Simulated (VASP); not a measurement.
# ZnS (F-43m) in VASP: notebook

Runs on ZnS. Level: PBE. Tasks: single point, relaxation of cell and atoms.

All numbers are computed with VASP 6.6.1; they aren't measurements. Logs are shortened: lines on timing, memory, paths and dates and some standing lists are left out, and cuts for length are marked.

## Step 1: The cell of the first run

Symmetry: F-43m, No. 216, cubic system. The conventional cell has a = 5.387 Å, b = 5.387 Å, c = 5.387 Å, α = 90.00°, β = 90.00°, γ = 90.00°. Zn (site symmetry -43m) has 4 S at 2.33 Å within 3.1 Å. S (site symmetry -43m) has 4 Zn at 2.33 Å within 3.1 Å.

## Step 2: Single point, PBE

Contents of INCAR:

```
PREC     = Accurate       # precision mode
ENCUT    = 520            # plane-wave cutoff, eV
EDIFF    = 1E-7           # SCF threshold, eV
ISMEAR   = 0              # smearing method
SIGMA    = 0.1            # smearing width, eV
LREAL    = False          # projectors in reciprocal space
LASPH    = True           # aspherical terms in the spheres
NELM     = 100            # most SCF steps
ALGO     = Normal         # electronic algorithm
ISIF     = 2              # what is computed and relaxed
LWAVE    = False          # write WAVECAR
LCHARG   = False          # write CHGCAR
GGA      = PE             # functional
NBANDS   = 16             # bands
```

Contents of KPOINTS:

```
Automatic mesh
0
Gamma
  6 6 6
```

Contents of POSCAR:

```
ZnS
1.0
    0.0000000000      2.6936828773      2.6936828773
    2.6936828773      0.0000000000      2.6936828773
    2.6936828773      2.6936828773      0.0000000000
Zn S
1 1
Direct
    0.0000000000      0.0000000000      0.0000000000
    0.2500000000      0.2500000000      0.2500000000
```

Potentials or basis: VASP PAW PBE potentials, release 64 (Zn, S).

On the command line:

```console
cat potpaw_PBE.64/Zn/POTCAR potpaw_PBE.64/S/POTCAR > POTCAR
mpirun -np 1 vasp_std > vasp.out
```

OUTCAR:

```text
PREC = Accurate
   ENCUT = 520
   EDIFF = 1E-7
   ISMEAR = 0
   LREAL = False
   LASPH = True
   NELM = 100
   ISIF = 2
   GGA = PE

 ion  position               nearest neighbor table
   1  0.000  0.000  0.000-   2 2.33   2 2.33   2 2.33   2 2.33
   2  0.250  0.250  0.250-   1 2.33   1 2.33   1 2.33   1 2.33

  LATTYP: Found a face centered cubic cell.
 ALAT       =     5.3873657546

  Lattice vectors:

 A1 = (   0.0000000000,   2.6936828773,   2.6936828773)
 A2 = (   2.6936828773,   0.0000000000,   2.6936828773)
 A3 = (   2.6936828773,   2.6936828773,   0.0000000000)

Analysis of symmetry for initial positions (statically):
=====================================================================
 Subroutine PRICEL returns:
 Original cell was already a primitive cell.

 Routine SETGRP: Setting up the symmetry group for a
 face centered cubic supercell.

 Subroutine GETGRP returns: Found 24 space group operations
 (whereof 24 operations were pure point group operations)
 out of a pool of 48 trial point group operations.

The static configuration has the point symmetry T_d .

Analysis of symmetry for dynamics (positions and initial velocities):
=====================================================================
 Subroutine PRICEL returns:
 Original cell was already a primitive cell.

 Routine SETGRP: Setting up the symmetry group for a
 face centered cubic supercell.

 Subroutine GETGRP returns: Found 24 space group operations
 (whereof 24 operations were pure point group operations)
 out of a pool of 48 trial point group operations.

The dynamic configuration has the point symmetry T_d .

 Subroutine INISYM returns: Found 24 space group operations
 (whereof 24 operations are pure point group operations),
 and found     1 'primitive' translations

----------------------------------------------------------------------------------------

                                     Primitive cell

  volume of cell :      39.0903

  direct lattice vectors                    reciprocal lattice vectors
     0.000000000  2.693682877  2.693682877    -0.185619474  0.185619474  0.185619474
     2.693682877  0.000000000  2.693682877     0.185619474 -0.185619474  0.185619474
     2.693682877  2.693682877  0.000000000     0.185619474  0.185619474 -0.185619474

  length of vectors
     3.809442858  3.809442858  3.809442858     0.321502361  0.321502361  0.321502361

  position of ions in fractional coordinates (direct lattice)
     0.000000000  0.000000000  0.000000000
     0.250000000  0.250000000  0.250000000

  ion indices of the primitive-cell ions
   primitive index   ion index
                 1           1
                 2           2

----------------------------------------------------------------------------------------

 KPOINTS: Automatic mesh

Automatic generation of k-mesh.
 Grid dimensions read from file:
 generate k-points for:    6    6    6

 Generating k-lattice:

  Cartesian coordinates                     Fractional coordinates (reciprocal lattice)
    -0.030936579  0.030936579  0.030936579     0.166666667  0.000000000  0.000000000
     0.030936579 -0.030936579  0.030936579     0.000000000  0.166666667  0.000000000
     0.030936579  0.030936579 -0.030936579     0.000000000  0.000000000  0.166666667

  Length of vectors
     0.053583727  0.053583727  0.053583727

  Shift w.r.t. Gamma in fractional coordinates (k-lattice)
     0.000000000  0.000000000  0.000000000

 Subroutine IBZKPT returns following result:
 ===========================================

 Found     16 irreducible k-points:

 Following reciprocal coordinates:
            Coordinates               Weight
  0.000000  0.000000  0.000000      1.000000
  0.166667  0.000000  0.000000      8.000000
  0.333333  0.000000  0.000000      8.000000
  0.500000  0.000000  0.000000      4.000000
  0.166667  0.166667  0.000000      6.000000
  0.333333  0.166667  0.000000     24.000000
[... 8 lines left out ...]
 -0.333333  0.333333  0.166667     24.000000
 -0.333333  0.500000  0.166667     12.000000
   k-points           NKPTS =     16   k-points in BZ     NKDIM =     16   number of bands    NBANDS=     16
   number of dos      NEDOS =    301   number of ions     NIONS =      2
   total plane-waves  NPLWV =  21952
   dimension x,y,z NGX =    28 NGY =   28 NGZ =   28
   dimension x,y,z NGXF=    56 NGYF=   56 NGZF=   56
   ions per type =               1   1
   NGX,Y,Z   is equivalent  to a cutoff of  12.22, 12.22, 12.22 a.u.
   NGXF,Y,Z  is equivalent  to a cutoff of  24.44, 24.44, 24.44 a.u.
 SYSTEM =  unknown system
   PREC   = accura    normal or accurate (medium, high low for compatibility)
   ISTART =      0    job   : 0-new  1-cont  2-samecut
   ICHARG =      2    charge: 1-file 2-atom 10-const
   ISPIN  =      1    spin polarized calculation?
   LNONCOLLINEAR =      F non collinear calculations
   LSORBIT =      F    spin-orbit coupling
   LASPH  =      T    aspherical Exc in radial PAW
   ENCUT  =  520.0 eV  38.22 Ry    6.18 a.u.   7.08  7.08  7.08*2*pi/ulx,y,z
   NELM   =    100;   NELMIN=  2; NELMDL= -5     # of ELM steps
   EDIFF  = 0.1E-06   stopping-criterion for ELM
   LREAL  =      F    real-space projection
   EDIFFG = 0.1E-05   stopping-criterion for IOM
   NSW    =      0    number of steps for IOM
   IBRION =     -1    ionic relax: 0-MD 1-quasi-New 2-CG
   NFREE  =      0    steps in history (QN), initial steepest desc. (CG)
   ISIF   =      2    stress and relaxation
   ISYM   =      2    0-nonsym 1-usesym 2-fastsym
   POTIM  = 0.5000    time-step for ionic-motion
   TEBEG  =    0.0;   TEEND  =   0.0 temperature during run
   PSTRESS=    0.0 pullay stress
   NELECT =      18.0000    total number of electrons
   NUPDOWN=      -1.0000    fix difference up-down
   EMIN   =  10.00;   EMAX   =-10.00  energy-range for DOS
   EFERMI =   0.00;   METHOD = LEGACY
   ISMEAR =     0;   SIGMA  =   0.10  broadening in eV -4-tet -1-fermi 0-gaus
   EFERMI_NEDOS =   21; number of points for ismear=-14 and -15
   IALGO  =     38    algorithm
   IMIX   =      4    mixing-type and parameters
     AMIX     =   0.40;   BMIX     =  1.00
     AMIX_MAG =   1.60;   BMIX_MAG =  1.00
  volume/ion in A,a.u.               =      19.55       131.90
  Fermi-wavevector in a.u.,A,eV,Ry     =   1.264181  2.388955 21.744194  1.598153
  Thomas-Fermi vector in A             =   2.397499
   LORBIT       =      0    0 simple, 1 ext, 2 COOP (PROOUT), +10 PAW based schemes
   GGA     = PE    functional components
   LHFCALC =     F    Hartree Fock is set to
   AEXX    =    0.0000 exact exchange contribution
   IVDW    =     0    specifies the selected vdW correction
   LEPSILON=     F    determine dielectric tensor
   LRPA    =     F    only Hartree local field effects (RPA)
 non-spin polarized calculation
 Gauss-broadening in eV      SIGMA  =   0.10
  energy-cutoff  :      520.00
  volume of cell :       39.09
 maximum number of plane-waves:      1067
   NGX = 15   NGY = 15   NGZ = 15

 number of electron      18.0000006 magnetization

 Free energy of the ion-electron system (eV)
  ---------------------------------------------------
  ext. energy  EPLUGINS =         0.00000000
  ---------------------------------------------------
  free energy    TOTEN  =        -6.83931172 eV

  energy without entropy =       -6.83931172  energy(sigma->0) =       -6.83931172

 E-fermi :   2.6343     XC(G=0):  -9.6726

 val. band max:        2.1958389471   @ k =   0.0000   0.0000   0.0000
 cond. band min:       4.3502810257   @ k =   0.0000   0.0000   0.0000
 fundamental gap:      2.1544420786
 Fermi energy:         2.6342880676

 k-point     1 :       0.0000    0.0000    0.0000
  band No.  band energies     occupation
      1     -11.0092      2.00000
      2      -4.1821      2.00000
      3      -4.1821      2.00000
      4      -4.1821      2.00000
      5      -3.6730      2.00000
      6      -3.6730      2.00000
[... 8 lines left out ...]
     15      13.9683      0.00000
     16      14.1182      0.00000

 k-point     2 :       0.1667    0.0000    0.0000
  band No.  band energies     occupation
      1     -10.8034      2.00000
      2      -4.1761      2.00000
      3      -4.1461      2.00000
      4      -4.1461      2.00000
      5      -3.6750      2.00000
      6      -3.6750      2.00000
[... 8 lines left out ...]
     15      13.1774      0.00000
     16      14.9365      0.00000

 k-point     3 :       0.3333    0.0000    0.0000
  band No.  band energies     occupation
      1     -10.3359      2.00000
      2      -4.0862      2.00000
      3      -4.0862      2.00000
      4      -4.0207      2.00000
      5      -3.6609      2.00000
      6      -3.6609      2.00000
[... 8 lines left out ...]
     15      13.7950      0.00000
     16      14.0906      0.00000

 k-point     4 :       0.5000    0.0000    0.0000
  band No.  band energies     occupation
      1     -10.0648      2.00000
      2      -4.0649      2.00000
      3      -4.0649      2.00000
      4      -3.6419      2.00000
      5      -3.6419      2.00000
      6      -3.4675      2.00000
[... 8 lines left out ...]
     15      15.6272      0.00000
     16      15.6272      0.00000

 k-point     5 :       0.1667    0.1667    0.0000
  band No.  band energies     occupation
      1     -10.7346      2.00000
      2      -4.2154      2.00000
      3      -4.1124      2.00000
      4      -4.1124      2.00000
      5      -3.7004      2.00000
      6      -3.6537      2.00000
[... 8 lines left out ...]
     15      14.3231      0.00000
     16      16.2573      0.00000

 k-point     6 :       0.3333    0.1667    0.0000
  band No.  band energies     occupation
      1     -10.3501      2.00000
      2      -4.1727      2.00000
      3      -4.0404      2.00000
      4      -4.0266      2.00000
      5      -3.6927      2.00000
      6      -3.6370      2.00000
[... 8 lines left out ...]
     15      14.7648      0.00000
     16      16.2395      0.00000

 k-point     7 :       0.5000    0.1667    0.0000
  band No.  band energies     occupation
      1      -9.9942      2.00000
      2      -4.0730      2.00000
      3      -4.0094      2.00000
      4      -3.7775      2.00000
      5      -3.6363      2.00000
      6      -3.5145      2.00000
[... 8 lines left out ...]
     15      15.6684      0.00000
     16      16.2686      0.00000

 k-point     8 :      -0.3333    0.1667    0.0000
  band No.  band energies     occupation
      1     -10.0854      2.00000
      2      -4.0607      2.00000
      3      -4.0336      2.00000
      4      -3.8500      2.00000
      5      -3.6757      2.00000
      6      -3.6080      2.00000
[... 8 lines left out ...]
     15      15.2810      0.00000
     16      16.3638      0.00000

 k-point     9 :      -0.1667    0.1667    0.0000
  band No.  band energies     occupation
      1     -10.5064      2.00000
      2      -4.1390      2.00000
      3      -4.1012      2.00000
      4      -4.0846      2.00000
      5      -3.6944      2.00000
      6      -3.6481      2.00000
[... 8 lines left out ...]
     15      14.1985      0.00000
     16      16.6323      0.00000

 k-point    10 :       0.3333    0.3333    0.0000
  band No.  band energies     occupation
      1     -10.1098      2.00000
      2      -4.2359      2.00000
      3      -3.9407      2.00000
      4      -3.9407      2.00000
      5      -3.6846      2.00000
      6      -3.6150      2.00000
[... 8 lines left out ...]
     15      15.2491      0.00000
     16      19.3920      0.00000

 k-point    11 :       0.5000    0.3333    0.0000
  band No.  band energies     occupation
      1      -9.8359      2.00000
      2      -4.1511      2.00000
      3      -3.8911      2.00000
      4      -3.8510      2.00000
      5      -3.6161      2.00000
      6      -3.4887      2.00000
[... 8 lines left out ...]
     15      15.8612      0.00000
     16      17.1224      0.00000

 k-point    12 :      -0.3333    0.3333    0.0000
  band No.  band energies     occupation
      1      -9.8268      2.00000
      2      -4.0734      2.00000
      3      -3.9348      2.00000
      4      -3.7332      2.00000
      5      -3.6577      2.00000
      6      -3.3912      2.00000
[... 8 lines left out ...]
     15      13.9044      0.00000
     16      18.7831      0.00000

 k-point    13 :       0.5000    0.5000    0.0000
  band No.  band energies     occupation
      1      -9.7467      2.00000
      2      -4.2171      2.00000
      3      -3.8319      2.00000
      4      -3.8319      2.00000
      5      -3.5957      2.00000
      6      -3.4532      2.00000
[... 8 lines left out ...]
     15      15.9249      0.00000
     16      16.7690      0.00000

 k-point    14 :       0.5000    0.3333    0.1667
  band No.  band energies     occupation
      1     -10.0113      2.00000
      2      -4.0916      2.00000
      3      -3.9996      2.00000
      4      -3.8814      2.00000
      5      -3.6498      2.00000
      6      -3.5974      2.00000
[... 8 lines left out ...]
     15      16.1981      0.00000
     16      16.8142      0.00000

 k-point    15 :      -0.3333    0.3333    0.1667
  band No.  band energies     occupation
      1      -9.8267      2.00000
      2      -4.0485      2.00000
      3      -3.9572      2.00000
      4      -3.7276      2.00000
      5      -3.6839      2.00000
      6      -3.3544      2.00000
[... 8 lines left out ...]
     15      15.9844      0.00000
     16      16.6663      0.00000

 k-point    16 :      -0.3333    0.5000    0.1667
  band No.  band energies     occupation
      1      -9.7422      2.00000
      2      -4.0931      2.00000
      3      -3.8815      2.00000
      4      -3.7931      2.00000
      5      -3.6497      2.00000
      6      -3.3111      2.00000
[... 8 lines left out ...]
     15      16.1369      0.00000
     16      17.1016      0.00000

------------------------ aborting loop because EDIFF is reached ----------------------------------------

  FORCE on cell =-STRESS in cart. coord.  units (eV):
  Direction    XX          YY          ZZ          XY          YZ          ZX
  --------------------------------------------------------------------------------------
  -------------------------------------------------------------------------------------
  Total        0.6116799      0.6116799      0.6116799      0.0000000     -0.0000000      0.0000000
  in kB       25.0706380     25.0706380     25.0706380      0.0000000     -0.0000000      0.0000000
  external PRESSURE =      25.0706380 kB  Pullay stress =       0.0000000 kB

 VOLUME and BASIS-vectors are now :
 -----------------------------------------------------------------------------
  energy-cutoff  :      520.00
  volume of cell :       39.09
      direct lattice vectors                 reciprocal lattice vectors
     0.000000000  2.693682877  2.693682877    -0.185619474  0.185619474  0.185619474
     2.693682877  0.000000000  2.693682877     0.185619474 -0.185619474  0.185619474
     2.693682877  2.693682877  0.000000000     0.185619474  0.185619474 -0.185619474

 POSITION                                       TOTAL-FORCE (eV/Angst)
 -----------------------------------------------------------------------------------
      0.00000      0.00000      0.00000        -0.000000     -0.000000     -0.000000
      1.34684      1.34684      1.34684         0.000000      0.000000      0.000000
 -----------------------------------------------------------------------------------
    total drift:                                0.000001      0.000001      0.000001

  FREE ENERGIE OF THE ION-ELECTRON SYSTEM (eV)
  ---------------------------------------------------
  free  energy   TOTEN  =        -6.8393117154 eV

  energy  without entropy=       -6.8393117154  energy(sigma->0) =       -6.83931172
```

It took 33 s on 1 thread of Intel Xeon 8259CL, shared host; peak memory 0.15 GiB.

Results:

```
Free energy            : -6.8393 eV
Pressure               : 2.5 GPa
Band gap on the k mesh : 2.15 eV, direct
```

Levels at points of the mesh, in eV from the valence-band top:
| k point | band 7 | band 8 | band 9 | band 10 | band 11 | band 12 |
| --- | --- | --- | --- | --- | --- | --- |
| (0.00, 0.00, 0.00) | 0.00 | 0.00 | 0.00 | 2.15 | 6.39 | 6.39 |
| (0.50, 0.00, 0.00) | -5.35 | -0.88 | -0.88 | 3.33 | 6.92 | 6.92 |
| (0.50, 0.50, 0.00) | -4.60 | -2.25 | -2.25 | 3.38 | 4.07 | 11.04 |

## Step 3: Single point, PBE

This run uses another cell than the first one, of 20.15 Å³/atom, 1.031 times its volume.

Contents of INCAR:

```
ALGO     = Normal         # electronic algorithm
EDIFF    = 1E-7           # SCF threshold, eV
ENCUT    = 520            # plane-wave cutoff, eV
GGA      = PE             # functional
ISIF     = 2              # what is computed and relaxed
ISMEAR   = 0              # smearing method
LASPH    = True           # aspherical terms in the spheres
LCHARG   = False          # write CHGCAR
LREAL    = False          # projectors in reciprocal space
LWAVE    = False          # write WAVECAR
NBANDS   = 16             # bands
NELM     = 60             # most SCF steps
PREC     = Accurate       # precision mode
SIGMA    = 0.02           # smearing width, eV
```

Contents of KPOINTS:

```
k-points
0
Gamma
  8 8 8
```

Contents of POSCAR:

```
ZnS
1.0
    0.0000000000      2.7211787029      2.7211787029
    2.7211787029      0.0000000000      2.7211787029
    2.7211787029      2.7211787029      0.0000000000
Zn S
1 1
Direct
    0.0000000000      0.0000000000      0.0000000000
    0.2500000000      0.2500000000      0.2500000000
```

Potentials or basis: VASP PAW PBE potentials, release 64 (Zn, S).

On the command line:

```console
cat potpaw_PBE.64/Zn/POTCAR potpaw_PBE.64/S/POTCAR > POTCAR
mpirun -np 1 vasp_std > vasp.out
```

Run time: 45 s. Hardware: 1 thread of Intel Xeon 8259CL, shared host; peak memory 0.17 GiB.

Results (log left out):

```yaml
Free_energy: -6.8523 eV
Pressure: 0.2 GPa
Band_gap_on_the_k_mesh: 2.02 eV, direct
```

Levels at points of the mesh, in eV from the valence-band top:
| k point | band 5 | band 6 | band 7 | band 8 | band 9 | band 10 | band 11 | band 12 | band 13 | band 14 |
| --- | --- | --- | --- | --- | --- | --- | --- | --- | --- | --- |
| (0.00, 0.00, 0.00) | -5.78 | -5.78 | 0.00 | 0.00 | 0.00 | 2.02 | 6.41 | 6.41 | 6.41 | 11.74 |
| (0.50, 0.00, 0.00) | -5.75 | -5.59 | -5.15 | -0.84 | -0.84 | 3.27 | 6.94 | 6.94 | 8.80 | 12.07 |
| (0.50, 0.50, 0.00) | -5.71 | -5.57 | -4.48 | -2.14 | -2.14 | 3.45 | 4.07 | 10.83 | 11.82 | 11.82 |

As with any semilocal functional, this PBE gap is likely too small.

(Continued in part 2 of 2.)
